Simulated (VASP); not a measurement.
A run of VASP 6.6.1:

Contents of INCAR:

```
SYSTEM = PPt
ALGO = Normal
EDIFF = 1E-7
ENCUT = 520
GGA = PE
ISIF = 2
ISMEAR = -1
LASPH = .TRUE.
LCHARG = .FALSE.
LREAL = .FALSE.
LWAVE = .FALSE.
NBANDS = 23
NELM = 80
PREC = Accurate
SIGMA = 0.05
```

KPOINTS

```
k-points
0
G
  8 8 4
  0 0 0
```

File POSCAR:

```
PPt
1.0
    3.1050460232      0.0000000000      0.0000000000
   -1.5525230116      2.6890487360      0.0000000000
    0.0000000000      0.0000000000      7.4513732066
Pt P
2 2
Direct
    0.3333333333      0.6666666667      0.3429157360
    0.6666666667      0.3333333333      0.8429157360
    0.3333333333      0.6666666667      0.0320862640
    0.6666666667      0.3333333333      0.5320862640
```

Potentials or basis: VASP PAW PBE potentials, release 64 (Pt, P).

Run with:

```bash
$ cat potpaw_PBE.64/Pt/POTCAR potpaw_PBE.64/P/POTCAR > POTCAR
$ mpirun -np 1 vasp_std > vasp.out
```

Hardware: 1 thread of Intel(R) Xeon(R) Platinum 8259CL CPU @ 2.50GHz (Skylake/Cascade Lake), on a shared host.

Q: Estimate the wall time of this run.

A: Run time: 33 s on 1 thread of Intel(R) Xeon(R) Platinum 8259CL CPU @ 2.50GHz (Skylake/Cascade Lake), with other jobs on the host, peak memory 0.19 GiB. Counts: scf iterations 15, k points 30.
